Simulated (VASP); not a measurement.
Ba:

```xyz
1
Lattice="0.0000 3.1498 3.1498 3.1498 0.0000 3.1498 3.1498 3.1498 0.0000" Properties=species:S:1:pos:R:3 pbc="T T T"
Ba    0.0000    0.0000    0.0000
```

| Item | Value |
| --- | --- |
| Program | VASP 6.6.1 |
| Task | relaxation of cell and atoms |
| Functional | RPBE |
| Potentials or basis | VASP PAW PBE potentials, release 64 (Ba_sv) |
| Cutoff | 600 eV |
| k mesh | 9 × 9 × 9 |
| Occupations | fermi-dirac, width 0.1 eV |
| Spin | no spin polarisation |

At the start: pressure 1.0 GPa; volume 62.50 Å³/atom.

**Question.** Where does the relaxation end?

**Answer.** Over 4 steps the energy falls by 21.6 meV/atom and the volume is 70.04 Å³/atom (+12.1 %); space group Fm-3m (No. 225, to 0.05 Å).

The path:
| step | energy change (eV) | largest force (eV/Å) | pressure (GPa) | volume (Å³) |
| --- | --- | --- | --- | --- |
| 1 | 0.0000 | 0.0000 | 0.99 | 62.50 |
| 2 | -0.0161 | 0.0000 | 0.47 | 66.06 |
| 3 | -0.0214 | 0.0000 | -0.09 | 70.92 |
| 4 | -0.0216 | 0.0000 | 0.00 | 70.04 |

Final structure:
```
Ba
1.0
     0.00000    3.27168    3.27168
     3.27168    0.00000    3.27168
     3.27168    3.27168    0.00000
Ba
1
Direct
  0.00000 0.00000 0.00000
```

Caveat: the PAW data sets were made with another functional, which shifts forces and pressure a little.
